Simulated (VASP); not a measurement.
Wanted: the native input for a VASP 6.6.1 run.

```
Task                   : relaxation of cell and atoms
Functional             : PBE
Potentials or basis    : VASP PAW PBE potentials, release 64 (Mg)
Cutoff                 : 600 eV
k mesh                 : 24 × 24 × 24
Occupations            : gaussian, width 0.1 eV
Spin                   : no spin polarisation
Dipole correction      : no
Further INCAR settings : ALGO = Fast; EDIFF = 1e-06; IBRION = 2; EDIFFG = -0.01; NSW = 100; ISIF = 3
```

The structure of Mg lies in POSCAR:

```
Mg
1.0
   -1.5686078264      1.6270628233      2.2746572682
    1.5686078264     -1.6270628233      2.2746572682
    1.5686078264      1.6270628233     -2.2746572682
Mg
1
Direct
    0.0000000000      0.5000000000      0.5000000000
```

The cell was generated, and may not be a known phase.

One way to write it, as run:

INCAR

```
SYSTEM = Mg
PREC = Accurate
ENCUT = 600
EDIFF = 1E-6
ISMEAR = 0
SIGMA = 0.1
LREAL = .False.
LASPH = .True.
NELM = 60
ALGO = Fast
ISIF = 3
LWAVE = .False.
LCHARG = .False.
GGA = PE
IBRION = 2
NSW = 100
EDIFFG = -0.01
```

KPOINTS

```
regular mesh
0
Gamma
  24 24 24
  0 0 0
```

Potentials or basis: VASP PAW PBE potentials, release 64 (Mg).

The run is started by

```bash
$ cat potpaw_PBE.64/Mg/POTCAR > POTCAR
$ mpirun -np 1 vasp_std > vasp.out
```

It gave:

| Item | Value |
| --- | --- |
| Relaxed volume | 23.05 Å³/atom |
| Relaxed cell | a = 3.196 Å, b = 3.196 Å, c = 3.196 Å, α = 120.10°, β = 120.08°, γ = 89.85° |
| Space group after relaxing (to 0.1 Å) | Fm-3m (No. 225) |
| Energy gained by relaxing | 2.7 meV/atom |
| Ionic steps | 4 |
| Pressure after relaxing | 0.0 GPa |
| Band gap on the k mesh | zero (bands 1 and 2 overlap by 2.74 eV) |

Run time: 5.8 min on 1 thread of Intel Xeon 8259CL (shared host), peak memory 0.49 GiB.
